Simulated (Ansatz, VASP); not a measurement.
# PbS in VASP and in Ansatz

```
CELL_PARAMETERS angstrom
0.00000 3.32383 3.32383
3.32383 0.00000 3.32383
3.32383 3.32383 0.00000
ATOMIC_POSITIONS crystal
Pb 0.00000 0.00000 0.00000
S 0.25000 0.25000 0.25000
```

Alike in both runs: task single point; functional PBE; k mesh 10 × 10 × 10; occupations gaussian, width 0.05 eV; non-collinear spin, spin-orbit coupling.

```csv
,VASP,Ansatz
version,VASP 6.6.1,Ansatz 0.2.0
potentials or method,"VASP PAW PBE potentials, release 64 (Pb_d, S), cutoff 520 eV","plane waves, PAW"
valence electrons in the cell,20,20
```

|  | VASP | Ansatz | Ansatz less VASP |
| --- | --- | --- | --- |
| pressure (GPa) | -0.1 | -0.1 | +0.02 |
| net moment per atom (μB) | 0.00 | 0.00 | 0.000 |

The functional is the same, so the differences come from potentials, cutoffs and numerics.
